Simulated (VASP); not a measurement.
# CoSbH4 (Cmmm) in VASP: a series of runs

CoSbH4 is run at these levels: PBE; tasks: single point.

Program: VASP 6.6.1. These are calculated values, not measurements. Logs are shortened: lines on timing, memory, paths and dates and some standing lists are left out, and cuts for length are marked.

### Step 1. The cell of the first run

Symmetry: Cmmm, No. 65, orthorhombic system. The conventional cell has a = 5.014 Å, b = 5.545 Å, c = 4.602 Å, α = 90.00°, β = 90.00°, γ = 90.00°. Co (site symmetry mmm) has 4 H at 1.55 Å within 2.1 Å. Sb (site symmetry mmm) has 12 H at 2.21 to 2.95 Å and 4 Co at 2.51 to 2.77 Å within 3.0 Å. Within 2.3 Å of H (site symmetry m) lie 1 Co at 1.55 Å and 2 H at 1.88 to 2.14 Å and 1 Sb at 2.21 Å.

The cell was built from a structure type or drawn by symmetry, and may not be a known phase.

### Step 2. Single point, PBE, collinear spin, ferromagnetic start

INCAR

```
ALGO = Normal
EDIFF = 1E-7
ENCUT = 520
GGA = PE
ISIF = 2
ISMEAR = 0
ISPIN = 2
LASPH = True
LCHARG = False
LMAXMIX = 4
LORBIT = 11
LREAL = False
LWAVE = False
MAGMOM = 3 0 0 0 0 0
NBANDS = 22
NELM = 150
PREC = Accurate
SIGMA = 0.2
```

KPOINTS

```
k-points
0
Gamma
  5 5 3
```

POSCAR

```
CoSbH4
1.0
    2.7723227361     -2.5071998138      0.0000000000
    2.7723227361      2.5071998138      0.0000000000
    0.0000000000      0.0000000000      4.6019358134
Co Sb H
1 1 4
Direct
    0.5000000000      0.5000000000      0.5000000000
    0.0000000000      0.0000000000      0.5000000000
    0.6694794821      0.6694794821      0.7677299682
    0.3305205179      0.3305205179      0.7677299682
    0.6694794821      0.6694794821      0.2322700318
    0.3305205179      0.3305205179      0.2322700318
```

Potentials or basis: VASP PAW PBE potentials, release 64 (Co, Sb, H).

Launch:

```sh
cat potpaw_PBE.64/Co/POTCAR potpaw_PBE.64/Sb/POTCAR potpaw_PBE.64/H/POTCAR > POTCAR
mpirun -np 1 vasp_std > vasp.out
```

OUTCAR:

```text
EDIFF = 1E-7
   ENCUT = 520
   GGA = PE
   ISIF = 2
   ISMEAR = 0
   ISPIN = 2
   LASPH = True
   LORBIT = 11
   LREAL = False
   NELM = 150
   PREC = Accurate

 ion  position               nearest neighbor table
   1  0.500  0.500  0.500-   3 1.55   4 1.55   5 1.55   6 1.55   2 2.51   2 2.51   2 2.77   2 2.77

   2  0.000  0.000  0.500-   3 2.21   4 2.21   5 2.21   6 2.21   1 2.51   1 2.51   1 2.77   1 2.77

   3  0.669  0.669  0.768-   1 1.55   2 2.21
   4  0.331  0.331  0.768-   1 1.55   2 2.21
   5  0.669  0.669  0.232-   1 1.55   2 2.21
   6  0.331  0.331  0.232-   1 1.55   2 2.21

  LATTYP: Found a base centered orthorhombic cell.
 ALAT       =     5.0143996276
 B/A-ratio  =     1.1057446323
 C/A-ratio  =     0.9177441279

  Lattice vectors:

 A1 = (  -2.7723227361,  -2.5071998138,   0.0000000000)
 A2 = (   2.7723227361,  -2.5071998138,   0.0000000000)
 A3 = (   0.0000000000,   0.0000000000,   4.6019358134)

Analysis of symmetry for initial positions (statically):
=====================================================================
 Subroutine PRICEL returns:
 Original cell was already a primitive cell.

 Routine SETGRP: Setting up the symmetry group for a
 base centered orthorhombic supercell.

 Subroutine GETGRP returns: Found  8 space group operations
 (whereof  8 operations were pure point group operations)
 out of a pool of  8 trial point group operations.

The static configuration has the point symmetry D_2h.

Analysis of symmetry for dynamics (positions and initial velocities):
=====================================================================
 Subroutine PRICEL returns:
 Original cell was already a primitive cell.

 Routine SETGRP: Setting up the symmetry group for a
 base centered orthorhombic supercell.

 Subroutine GETGRP returns: Found  8 space group operations
 (whereof  8 operations were pure point group operations)
 out of a pool of  8 trial point group operations.

The dynamic configuration has the point symmetry D_2h.

Analysis of structural, dynamic, and magnetic symmetry:
=====================================================================
 Subroutine PRICEL returns:
 Original cell was already a primitive cell.

 Routine SETGRP: Setting up the symmetry group for a
 base centered orthorhombic supercell.

 Subroutine GETGRP returns: Found  8 space group operations
 (whereof  8 operations were pure point group operations)
 out of a pool of  8 trial point group operations.

The overall configuration has the point symmetry D_2h.

 Subroutine INISYM returns: Found  8 space group operations
 (whereof  8 operations are pure point group operations),
 and found     1 'primitive' translations

----------------------------------------------------------------------------------------

                                     Primitive cell

  volume of cell :      63.9740

  direct lattice vectors                    reciprocal lattice vectors
     2.772322736 -2.507199814  0.000000000     0.180354182 -0.199425669  0.000000000
     2.772322736  2.507199814  0.000000000     0.180354182  0.199425669  0.000000000
     0.000000000  0.000000000  4.601935813     0.000000000  0.000000000  0.217299858

  length of vectors
     3.737890349  3.737890349  4.601935813     0.268883299  0.268883299  0.217299858

  position of ions in fractional coordinates (direct lattice)
     0.500000000  0.500000000  0.500000000
     0.000000000  0.000000000  0.500000000
     0.669479482  0.669479482  0.767729968
     0.330520518  0.330520518  0.767729968
     0.669479482  0.669479482  0.232270032
     0.330520518  0.330520518  0.232270032

  ion indices of the primitive-cell ions
   primitive index   ion index
                 1           1
                 2           2
                 3           3
                 4           4
                 5           5
                 6           6

[... 26 lines left out ...]
 Following reciprocal coordinates:
            Coordinates               Weight
  0.000000  0.000000  0.000000      1.000000
  0.200000  0.000000  0.000000      4.000000
  0.400000  0.000000  0.000000      4.000000
  0.200000  0.200000  0.000000      2.000000
  0.400000  0.200000  0.000000      4.000000
 -0.400000  0.200000  0.000000      4.000000
[... 10 lines left out ...]
  0.400000  0.400000  0.333333      4.000000
 -0.400000  0.400000  0.333333      4.000000
   k-points           NKPTS =     18   k-points in BZ     NKDIM =     18   number of bands    NBANDS=     22
   number of dos      NEDOS =    301   number of ions     NIONS =      6
   total plane-waves  NPLWV =  28224
   dimension x,y,z NGX =    28 NGY =   28 NGZ =   36
   dimension x,y,z NGXF=    56 NGYF=   56 NGZF=   72
   ions per type =               1   1   4
   NGX,Y,Z   is equivalent  to a cutoff of  12.45, 12.45, 13.01 a.u.
   NGXF,Y,Z  is equivalent  to a cutoff of  24.91, 24.91, 26.01 a.u.
 SYSTEM =  unknown system
   PREC   = accura    normal or accurate (medium, high low for compatibility)
   ISTART =      0    job   : 0-new  1-cont  2-samecut
   ICHARG =      2    charge: 1-file 2-atom 10-const
   ISPIN  =      2    spin polarized calculation?
   LNONCOLLINEAR =      F non collinear calculations
   LSORBIT =      F    spin-orbit coupling
   LASPH  =      T    aspherical Exc in radial PAW
   ENCUT  =  520.0 eV  38.22 Ry    6.18 a.u.   6.95  6.95  8.56*2*pi/ulx,y,z
   NELM   =    150;   NELMIN=  2; NELMDL= -5     # of ELM steps
   EDIFF  = 0.1E-06   stopping-criterion for ELM
   LREAL  =      F    real-space projection
   EDIFFG = 0.1E-05   stopping-criterion for IOM
   NSW    =      0    number of steps for IOM
   IBRION =     -1    ionic relax: 0-MD 1-quasi-New 2-CG
   NFREE  =      0    steps in history (QN), initial steepest desc. (CG)
   ISIF   =      2    stress and relaxation
   ISYM   =      2    0-nonsym 1-usesym 2-fastsym
   POTIM  = 0.5000    time-step for ionic-motion
   TEBEG  =    0.0;   TEEND  =   0.0 temperature during run
   PSTRESS=    0.0 pullay stress
   NELECT =      18.0000    total number of electrons
   NUPDOWN=      -1.0000    fix difference up-down
   EMIN   =  10.00;   EMAX   =-10.00  energy-range for DOS
   EFERMI =   0.00;   METHOD = LEGACY
   ISMEAR =     0;   SIGMA  =   0.20  broadening in eV -4-tet -1-fermi 0-gaus
   EFERMI_NEDOS =   21; number of points for ismear=-14 and -15
   IALGO  =     38    algorithm
   IMIX   =      4    mixing-type and parameters
     AMIX     =   0.40;   BMIX     =  1.00
     AMIX_MAG =   1.60;   BMIX_MAG =  1.00
  volume/ion in A,a.u.               =      10.66        71.95
  Fermi-wavevector in a.u.,A,eV,Ry     =   1.072748  2.027201 15.657439  1.150789
  Thomas-Fermi vector in A             =   2.208528
   LORBIT       =     11    0 simple, 1 ext, 2 COOP (PROOUT), +10 PAW based schemes
   GGA     = PE    functional components
   LHFCALC =     F    Hartree Fock is set to
   AEXX    =    0.0000 exact exchange contribution
   IVDW    =     0    specifies the selected vdW correction
   LEPSILON=     F    determine dielectric tensor
   LRPA    =     F    only Hartree local field effects (RPA)
 spin polarized calculation
 Gauss-broadening in eV      SIGMA  =   0.20
  energy-cutoff  :      520.00
  volume of cell :       63.97
 maximum number of plane-waves:      1742
   NGX = 13   NGY = 13   NGZ = 17

 number of electron      17.9999995 magnetization       0.0000959

 number of electron      17.9999995 magnetization      -0.0000720

 Free energy of the ion-electron system (eV)
  ---------------------------------------------------
  ext. energy  EPLUGINS =         0.00000000
  ---------------------------------------------------
  free energy    TOTEN  =       -22.63000704 eV

  energy without entropy =      -22.59057889  energy(sigma->0) =      -22.61029296

 E-fermi :   4.1297     XC(G=0):  -9.4395

 val. band max:        4.0404325107   @ k =   0.4000   0.4000   0.0000
 cond. band min:       4.1584496408   @ k =   0.4000   0.4000   0.3333
 fundamental gap:      0.1180171301
 Fermi energy:         4.1297040810

 spin component 1

 k-point     1 :       0.0000    0.0000    0.0000
  band No.  band energies     occupation
      1      -7.4175      1.00000
      2      -0.5112      1.00000
      3      -0.1409      1.00000
      4       0.6646      1.00000
      5       1.1717      1.00000
      6       2.3879      1.00000
[... 421 lines left out ...]
     20      18.3212      0.00000
     21      19.1651      0.00000
 Fermi energy:         4.1297040810

 spin component 2

 k-point     1 :       0.0000    0.0000    0.0000
  band No.  band energies     occupation
      1      -7.4176      1.00000
      2      -0.5112      1.00000
      3      -0.1409      1.00000
      4       0.6646      1.00000
      5       1.1717      1.00000
      6       2.3878      1.00000
[... 421 lines left out ...]
     20      18.3212      0.00000
     21      19.1651      0.00000
 [bands above 21 left out]

------------------------ aborting loop because EDIFF is reached ----------------------------------------

  FORCE on cell =-STRESS in cart. coord.  units (eV):
  Direction    XX          YY          ZZ          XY          YZ          ZX
  --------------------------------------------------------------------------------------
  -------------------------------------------------------------------------------------
  Total        0.0012126     -0.0821433      0.1067257      0.0000000      0.0000000      0.0000000
  in kB        0.0303692     -2.0572139      2.6728596      0.0000000      0.0000000      0.0000000
  external PRESSURE =       0.2153383 kB  Pullay stress =       0.0000000 kB

 VOLUME and BASIS-vectors are now :
 -----------------------------------------------------------------------------
  energy-cutoff  :      520.00
  volume of cell :       63.97
      direct lattice vectors                 reciprocal lattice vectors
     2.772322736 -2.507199814  0.000000000     0.180354182 -0.199425669  0.000000000
     2.772322736  2.507199814  0.000000000     0.180354182  0.199425669  0.000000000
     0.000000000  0.000000000  4.601935813     0.000000000  0.000000000  0.217299858

 POSITION                                       TOTAL-FORCE (eV/Angst)
 -----------------------------------------------------------------------------------
      2.77232      0.00000      2.30097        -0.000000      0.000000      0.000000
      0.00000      0.00000      2.30097        -0.000000     -0.000000      0.000000
      3.71203      0.00000      3.53304         0.005047     -0.000000      0.013951
      1.83262      0.00000      3.53304        -0.005047     -0.000000      0.013951
      3.71203      0.00000      1.06889         0.005047     -0.000000     -0.013951
      1.83262      0.00000      1.06889        -0.005047     -0.000000     -0.013951
 -----------------------------------------------------------------------------------
    total drift:                                0.000000      0.000000      0.000000

  FREE ENERGIE OF THE ION-ELECTRON SYSTEM (eV)
  ---------------------------------------------------
  free  energy   TOTEN  =       -22.6300070402 eV

  energy  without entropy=      -22.5905788861  energy(sigma->0) =      -22.61029296

 total charge

# of ion       s       p       d       tot
------------------------------------------
    1        0.526   0.684   7.488   8.698
    2        1.194   1.060   0.073   2.327
    3        0.509   0.016   0.000   0.525
    4        0.509   0.016   0.000   0.525
    5        0.509   0.016   0.000   0.525
    6        0.509   0.016   0.000   0.525
--------------------------------------------------
tot          3.756   1.809   7.561  13.127

 magnetization (x)

# of ion       s       p       d       tot
------------------------------------------
    1       -0.000  -0.000  -0.000  -0.000
    2       -0.000   0.000   0.000   0.000
    3       -0.000  -0.000   0.000  -0.000
    4       -0.000  -0.000   0.000  -0.000
    5       -0.000  -0.000   0.000  -0.000
    6       -0.000  -0.000   0.000  -0.000
--------------------------------------------------
tot         -0.000   0.000  -0.000  -0.000
```

It took 99 s on 1 thread of Intel Xeon 8259CL, shared host; peak memory 0.21 GiB.

Results:

```
Free energy                                           : -22.6300 eV
Pressure                                              : 0.0 GPa
Largest force                                         : 0.015 eV/Å
Band gap on the k mesh                                : zero (filled and empty bands overlap)
Net moment                                            : 0.00 μB per cell
Valence electrons inside the program's atomic spheres : Co 8.70; Sb 2.33; H 0.53
```

Forces on the atoms (eV/Å):
```
Co   0.000  0.000  0.000
Sb   0.000  0.000  0.000
H    0.005  0.000  0.014
H   -0.005  0.000  0.014
H    0.005  0.000 -0.014
H   -0.005  0.000 -0.014
```

Stress tensor (GPa, compression positive):
```
 0.00  0.00  0.00
 0.00 -0.21  0.00
 0.00  0.00  0.27
```

Levels at points of the mesh, in eV from the Fermi level:
Spin up:
| k point | band 7 | band 8 | band 9 | band 10 | band 11 | band 12 |
| --- | --- | --- | --- | --- | --- | --- |
| (0.00, 0.00, 0.00) | -1.34 | -1.17 | 0.17 | 1.11 | 3.71 | 4.03 |
Spin down:
```tsv
k point	band 7	band 8	band 9	band 10	band 11	band 12
(0.00, 0.00, 0.00)	-1.34	-1.17	0.17	1.11	3.71	4.03
```

Caveat: the k points lie up to 0.46 Å⁻¹ apart, too coarse for converged energies and pressures of a metal; spin-orbit coupling is left out, which moves the levels of the heavy elements.

(Part 1 of 3 ends here.)
